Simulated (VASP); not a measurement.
# Pt (Fm-3m) in VASP: single point with LDA

Aim: the single point of Pt with LDA.

Everything below comes from runs of VASP 6.6.1. Logs are shortened: lines on timing, memory, paths and dates and some standing lists are left out, and cuts for length are marked.

## Step 1: The cell of the first run

It takes space group Fm-3m (No. 225, cubic). The conventional cell has a = 3.894 Å, b = 3.894 Å, c = 3.894 Å, α = 90.00°, β = 90.00°, γ = 90.00°. Within 3.6 Å of Pt (site symmetry m-3m) lie 12 Pt at 2.75 Å.

## Step 2: Single point, LDA

Input file INCAR:

```
SYSTEM = Pt
ALGO = Fast
EDIFF = 1E-6
ENCUT = 520
GGA = CA
ISIF = 2
ISMEAR = 0
LASPH = .True.
LCHARG = .True.
LELF = .True.
LREAL = Auto
LVHAR = .True.
LWAVE = .False.
NBANDS = 154
NELM = 100
PREC = Accurate
SIGMA = 0.1
```

Input file KPOINTS:

```
k-points
0
Gamma
  4 4 4
  0 0 0
```

Input file POSCAR:

```
Pt
1.0
   -5.8406277358      0.0000000000      5.8406277358
   -5.8406277358     -5.8406277358      0.0000000000
    0.0000000000     -5.8406277358      5.8406277358
Pt
27
Direct
    0.0000000000      0.6666666667      0.0000000000
    0.0000000000      0.3333333333      0.0000000000
    0.0000000000      0.0000000000      0.0000000000
    0.0000000000      0.6666666667      0.3333333333
    0.0000000000      0.3333333333      0.3333333333
    0.0000000000      0.0000000000      0.3333333333
    0.0000000000      0.6666666667      0.6666666667
    0.0000000000      0.3333333333      0.6666666667
    0.0000000000      0.0000000000      0.6666666667
    0.3333333333      0.6666666667      0.0000000000
    0.3333333333      0.3333333333      0.0000000000
    0.3333333333      0.0000000000      0.0000000000
    0.3333333333      0.6666666667      0.3333333333
    0.3333333333      0.3333333333      0.3333333333
    0.3333333333      0.0000000000      0.3333333333
    0.3333333333      0.6666666667      0.6666666667
    0.3333333333      0.3333333333      0.6666666667
    0.3333333333      1.0000000000      0.6666666667
    0.6666666667      0.6666666667      0.0000000000
    0.6666666667      0.3333333333      0.0000000000
    0.6666666667      0.0000000000      0.0000000000
    0.6666666667      0.6666666667      0.3333333333
    0.6666666667      0.3333333333      0.3333333333
    0.6666666667      1.0000000000      0.3333333333
    0.6666666667      0.6666666667      0.6666666667
    0.6666666667      0.3333333333      0.6666666667
    0.6666666667      0.0000000000      0.6666666667
```

Potentials or basis: VASP PAW LDA potentials, release 64 (Pt).

On the command line:

```
> cat potpaw_LDA.64/Pt/POTCAR > POTCAR
> mpirun -np 1 vasp_std > vasp.out
```

OUTCAR:

```text
SYSTEM = Pt
   EDIFF = 1E-6
   ENCUT = 520
   GGA = CA
   ISIF = 2
   ISMEAR = 0
   LASPH = .True.
   LREAL = Auto
   NELM = 100
   PREC = Accurate

 ion  position               nearest neighbor table
   1  0.000  0.667  0.000-   3 2.75   4 2.75   7 2.75   9 2.75  10 2.75  16 2.75  19 2.75  21 2.75
                            22 2.75   5 2.75  11 2.75   2 2.75
   2  0.000  0.333  0.000-   3 2.75   5 2.75   6 2.75   8 2.75  11 2.75  12 2.75  17 2.75  20 2.75
                            23 2.75   7 2.75  19 2.75   1 2.75
   3  0.000  0.000  0.000-   1 2.75   2 2.75   4 2.75   6 2.75   8 2.75   9 2.75  10 2.75  12 2.75
                            18 2.75  20 2.75  21 2.75  24 2.75
   4  0.000  0.667  0.333-   1 2.75   3 2.75   6 2.75  10 2.75  13 2.75  22 2.75  24 2.75  14 2.75
                            25 2.75   5 2.75   7 2.75   8 2.75
   5  0.000  0.333  0.333-   2 2.75   6 2.75  11 2.75  14 2.75  15 2.75  23 2.75   1 2.75  22 2.75
                             9 2.75  26 2.75   8 2.75   4 2.75
   6  0.000  0.000  0.333-   2 2.75   3 2.75   4 2.75   5 2.75  12 2.75  13 2.75  15 2.75  23 2.75
                            24 2.75   7 2.75  27 2.75   9 2.75
   7  0.000  0.667  0.667-   1 2.75   9 2.75  16 2.75  19 2.75  25 2.75  27 2.75  17 2.75   2 2.75
                            13 2.75   6 2.75   8 2.75   4 2.75
   8  0.000  0.333  0.667-   2 2.75   3 2.75   9 2.75  17 2.75  18 2.75  20 2.75  26 2.75  25 2.75
                            14 2.75   5 2.75   7 2.75   4 2.75
   9  0.000  0.000  0.667-   1 2.75   3 2.75   7 2.75   8 2.75  16 2.75  18 2.75  21 2.75  26 2.75
                            27 2.75  15 2.75   5 2.75   6 2.75
  10  0.333  0.667  0.000-   1 2.75   3 2.75   4 2.75  12 2.75  13 2.75  16 2.75  18 2.75  14 2.75
                            25 2.75  19 2.75  20 2.75  11 2.75
  11  0.333  0.333  0.000-   2 2.75   5 2.75  12 2.75  14 2.75  15 2.75  17 2.75  16 2.75   1 2.75
                            21 2.75  26 2.75  10 2.75  20 2.75
[... 36 lines left out ...]
  Lattice vectors:

 A1 = (  -5.8406277358,   0.0000000000,   5.8406277358)
 A2 = (  -5.8406277358,  -5.8406277358,   0.0000000000)
 A3 = (   0.0000000000,  -5.8406277358,   5.8406277358)

Analysis of symmetry for initial positions (statically):
=====================================================================
 Subroutine PRICEL returns following result:

  LATTYP: Found a face centered cubic cell.
 ALAT       =     3.8937518235

  Lattice vectors:

 A1 = (  -1.9468759117,   0.0000000000,   1.9468759117)
 A2 = (  -1.9468759117,  -1.9468759117,   0.0000000000)
 A3 = (   0.0000000000,  -1.9468759117,   1.9468759117)

  27 primitive cells build up your supercell.

 Routine SETGRP: Setting up the symmetry group for a
 face centered cubic supercell.

 Subroutine GETGRP returns: Found 48 space group operations
 (whereof 48 operations were pure point group operations)
 out of a pool of 48 trial point group operations.

The static configuration has the point symmetry O_h .

Analysis of symmetry for dynamics (positions and initial velocities):
=====================================================================
 Subroutine PRICEL returns following result:

  LATTYP: Found a face centered cubic cell.
 ALAT       =     3.8937518235

  Lattice vectors:

 A1 = (  -1.9468759117,   0.0000000000,   1.9468759117)
 A2 = (  -1.9468759117,  -1.9468759117,   0.0000000000)
 A3 = (   0.0000000000,  -1.9468759117,   1.9468759117)

  27 primitive cells build up your supercell.

 Routine SETGRP: Setting up the symmetry group for a
 face centered cubic supercell.

 Subroutine GETGRP returns: Found 48 space group operations
 (whereof 48 operations were pure point group operations)
 out of a pool of 48 trial point group operations.

The dynamic configuration has the point symmetry O_h .

 Subroutine INISYM returns: Found 48 space group operations
 (whereof 48 operations are pure point group operations),
 and found    27 'primitive' translations

----------------------------------------------------------------------------------------

                                     Primitive cell

  volume of cell :      14.7586

  direct lattice vectors                    reciprocal lattice vectors
    -1.946875912  0.000000000  1.946875912    -0.256821710  0.256821710  0.256821710
    -1.946875912 -1.946875912  0.000000000    -0.256821710 -0.256821710 -0.256821710
     0.000000000 -1.946875912  1.946875912     0.256821710 -0.256821710  0.256821710

  length of vectors
     2.753298319  2.753298319  2.753298319     0.444828249  0.444828249  0.444828249

  position of ions in fractional coordinates (direct lattice)
     0.000000000  0.000000000  0.000000000

  ion indices of the primitive-cell ions
   primitive index   ion index
                 1           1

----------------------------------------------------------------------------------------

 KPOINTS: k-points

Automatic generation of k-mesh.
 Grid dimensions read from file:
 generate k-points for:    4    4    4

 Generating k-lattice:

  Cartesian coordinates                     Fractional coordinates (reciprocal lattice)
    -0.021401809  0.021401809  0.021401809     0.250000000  0.000000000  0.000000000
    -0.021401809 -0.021401809 -0.021401809     0.000000000  0.250000000  0.000000000
     0.021401809 -0.021401809  0.021401809     0.000000000  0.000000000  0.250000000

  Length of vectors
     0.037069021  0.037069021  0.037069021

  Shift w.r.t. Gamma in fractional coordinates (k-lattice)
     0.000000000  0.000000000  0.000000000

 Subroutine IBZKPT returns following result:
 ===========================================

 Found      8 irreducible k-points:

 Following reciprocal coordinates:
            Coordinates               Weight
  0.000000  0.000000  0.000000      1.000000
  0.250000  0.000000  0.000000      8.000000
  0.500000  0.000000  0.000000      4.000000
  0.250000  0.250000  0.000000      6.000000
  0.500000  0.250000  0.000000     24.000000
 -0.250000  0.250000  0.000000     12.000000
  0.500000  0.500000  0.000000      3.000000
 -0.250000  0.500000  0.250000      6.000000
   k-points           NKPTS =      8   k-points in BZ     NKDIM =      8   number of bands    NBANDS=    154
   number of dos      NEDOS =    301   number of ions     NIONS =     27
   total plane-waves  NPLWV = 262144
   dimension x,y,z NGX =    64 NGY =   64 NGZ =   64
   dimension x,y,z NGXF=   128 NGYF=  128 NGZF=  128
   ions per type =              27
   NGX,Y,Z   is equivalent  to a cutoff of  12.88, 12.88, 12.88 a.u.
   NGXF,Y,Z  is equivalent  to a cutoff of  25.76, 25.76, 25.76 a.u.
 SYSTEM =  Pt
   PREC   = accura    normal or accurate (medium, high low for compatibility)
   ISTART =      0    job   : 0-new  1-cont  2-samecut
   ICHARG =      2    charge: 1-file 2-atom 10-const
   ISPIN  =      1    spin polarized calculation?
   LNONCOLLINEAR =      F non collinear calculations
   LSORBIT =      F    spin-orbit coupling
   LASPH  =      T    aspherical Exc in radial PAW
   ENCUT  =  520.0 eV  38.22 Ry    6.18 a.u.  15.36 15.36 15.36*2*pi/ulx,y,z
   NELM   =    100;   NELMIN=  2; NELMDL= -5     # of ELM steps
   EDIFF  = 0.1E-05   stopping-criterion for ELM
   LREAL  =      T    real-space projection
   EDIFFG = 0.1E-04   stopping-criterion for IOM
   NSW    =      0    number of steps for IOM
   IBRION =     -1    ionic relax: 0-MD 1-quasi-New 2-CG
   NFREE  =      0    steps in history (QN), initial steepest desc. (CG)
   ISIF   =      2    stress and relaxation
   ISYM   =      2    0-nonsym 1-usesym 2-fastsym
   POTIM  = 0.5000    time-step for ionic-motion
   TEBEG  =    0.0;   TEEND  =   0.0 temperature during run
   PSTRESS=    0.0 pullay stress
   NELECT =     270.0000    total number of electrons
   NUPDOWN=      -1.0000    fix difference up-down
   EMIN   =  10.00;   EMAX   =-10.00  energy-range for DOS
   EFERMI =   0.00;   METHOD = LEGACY
   ISMEAR =     0;   SIGMA  =   0.10  broadening in eV -4-tet -1-fermi 0-gaus
   EFERMI_NEDOS =   21; number of points for ismear=-14 and -15
   IALGO  =     68    algorithm
   IMIX   =      4    mixing-type and parameters
     AMIX     =   0.40;   BMIX     =  1.00
     AMIX_MAG =   1.60;   BMIX_MAG =  1.00
  volume/ion in A,a.u.               =      14.76        99.60
  Fermi-wavevector in a.u.,A,eV,Ry     =   1.437893  2.717224 28.130538  2.067536
  Thomas-Fermi vector in A             =   2.556920
   LORBIT       =      0    0 simple, 1 ext, 2 COOP (PROOUT), +10 PAW based schemes
   GGA     = CA    functional components
   LHFCALC =     F    Hartree Fock is set to
   AEXX    =    0.0000 exact exchange contribution
   IVDW    =     0    specifies the selected vdW correction
   LEPSILON=     F    determine dielectric tensor
   LRPA    =     F    only Hartree local field effects (RPA)
 non-spin polarized calculation
 RMM-DIIS sequential band-by-band and
 Gauss-broadening in eV      SIGMA  =   0.10
  energy-cutoff  :      520.00
  volume of cell :      398.48
 maximum number of plane-waves:     10777
 NGX is ok and might be reduce to    64
   NGX = 31   NGY = 31   NGZ = 31

 number of electron     270.0000004 magnetization

 Free energy of the ion-electron system (eV)
  ---------------------------------------------------
  ext. energy  EPLUGINS =         0.00000000
  ---------------------------------------------------
  free energy    TOTEN  =      -202.83667008 eV

  energy without entropy =     -202.55730446  energy(sigma->0) =     -202.69698727

 E-fermi :  11.5913     XC(G=0): -13.8115

 val. band max:       11.5868946249   @ k =  -0.2500   0.2500   0.0000
 cond. band min:      11.5919652266   @ k =  -0.2500   0.2500   0.0000
 fundamental gap:      0.0050706017
 Fermi energy:        11.5913146671

 k-point     1 :       0.0000    0.0000    0.0000
  band No.  band energies     occupation
      1       1.0736      2.00000
      2       3.8204      2.00000
      3       3.8204      2.00000
      4       3.8204      2.00000
      5       3.8204      2.00000
      6       3.8205      2.00000
[... 1189 lines left out ...]
    146      13.7011      0.00000
    147      13.7011      0.00000
 [bands above 147 left out]

------------------------ aborting loop because EDIFF is reached ----------------------------------------

  FORCE on cell =-STRESS in cart. coord.  units (eV):
  Direction    XX          YY          ZZ          XY          YZ          ZX
  --------------------------------------------------------------------------------------
  -------------------------------------------------------------------------------------
  Total        2.2067870      2.2067870      2.2067870     -0.0000000      0.0000000     -0.0000000
  in kB        8.8728354      8.8728354      8.8728354     -0.0000000      0.0000000     -0.0000000
  external PRESSURE =       8.8728354 kB  Pullay stress =       0.0000000 kB

 VOLUME and BASIS-vectors are now :
 -----------------------------------------------------------------------------
  energy-cutoff  :      520.00
  volume of cell :      398.48
      direct lattice vectors                 reciprocal lattice vectors
    -5.840627736  0.000000000  5.840627736    -0.085607237  0.085607237  0.085607237
    -5.840627736 -5.840627736  0.000000000    -0.085607237 -0.085607237 -0.085607237
     0.000000000 -5.840627736  5.840627736     0.085607237 -0.085607237  0.085607237

 POSITION                                       TOTAL-FORCE (eV/Angst)
 -----------------------------------------------------------------------------------
     -3.89375     -3.89375      0.00000         0.000000     -0.000000     -0.000000
     -1.94688     -1.94688      0.00000        -0.000000     -0.000000     -0.000000
      0.00000      0.00000      0.00000         0.000000     -0.000000     -0.000000
     -3.89375     -5.84063      1.94688         0.000000     -0.000000      0.000000
     -1.94688     -3.89375      1.94688         0.000000      0.000000     -0.000000
      0.00000     -1.94688      1.94688        -0.000000      0.000000     -0.000000
[... 19 lines left out ...]
     -5.84063     -5.84063      7.78750        -0.000000     -0.000000     -0.000000
     -3.89375     -3.89375      7.78750        -0.000000     -0.000000      0.000000
 -----------------------------------------------------------------------------------
    total drift:                                0.000000     -0.000000      0.000000

  FREE ENERGIE OF THE ION-ELECTRON SYSTEM (eV)
  ---------------------------------------------------
  free  energy   TOTEN  =      -202.8366700848 eV

  energy  without entropy=     -202.5573044645  energy(sigma->0) =     -202.69698727
```

It took 37 min on 1 thread of Intel Xeon 8259CL, shared host; peak memory 0.61 GiB.

What came out:

```yaml
Free_energy: -202.8367 eV
Pressure: 0.9 GPa
Band_gap_on_the_k_mesh: zero (bands 135 and 136 overlap by 0.86 eV)
```

Caveat: spin-orbit coupling is left out, which moves the levels of the heavy elements.
